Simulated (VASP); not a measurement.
Runs of VASP 6.6.1 on ZnO. The structure is hexagonal, space group P6_3mc (No. 186). Conventional cell: a = 3.235 Å, b = 3.235 Å, c = 5.211 Å, α = 90.00°, β = 90.00°, γ = 120.00°. Within 2.6 Å of Zn (site symmetry 3m) lie 4 O at 1.97 to 1.98 Å. O (site symmetry 3m) has 4 Zn at 1.97 to 1.98 Å within 2.6 Å. 

| level | k mesh | smearing | gap on the mesh (eV) | pressure (GPa) | largest force (eV/Å) |
| --- | --- | --- | --- | --- | --- |
| PBE | 6 × 6 × 4 | gaussian 0.01 eV | 0.79 | 7.2 | - |
| PBE | 6 × 6 × 4, shifted | gaussian 0.01 eV | 1.71 | 7.2 | - |
| r2SCAN | 6 × 6 × 4 | gaussian 0.01 eV | (b) | 1.0 | 0.01 |
| PBE | 6 × 6 × 4 | methfessel-paxton 0.5 eV | 0.79 | (a) | - |
| PBE+D4 | 6 × 6 × 4 | gaussian 0.01 eV | 0.79 | 3.7 | 0.01 |
| PBE+D3(BJ) | 6 × 6 × 4 | gaussian 0.01 eV | 0.79 | 4.1 | 0.01 |

Alike in all rows: task single point; potentials or basis VASP PAW PBE potentials, release 64 (Zn, O); no spin polarisation; cell as given; cutoff (eV) 520.

**Question.** Estimate the missing entries.

**Answer.** (a) 7.0; (b) 1.23.

Caveats: the cell stands under pressure (at least some runs); a shifted mesh leaves out Γ, where band edges can lie (at least some runs); the PAW data sets were made with another functional, which shifts forces and pressure a little (at least some runs).

A k mesh can miss the band edges.
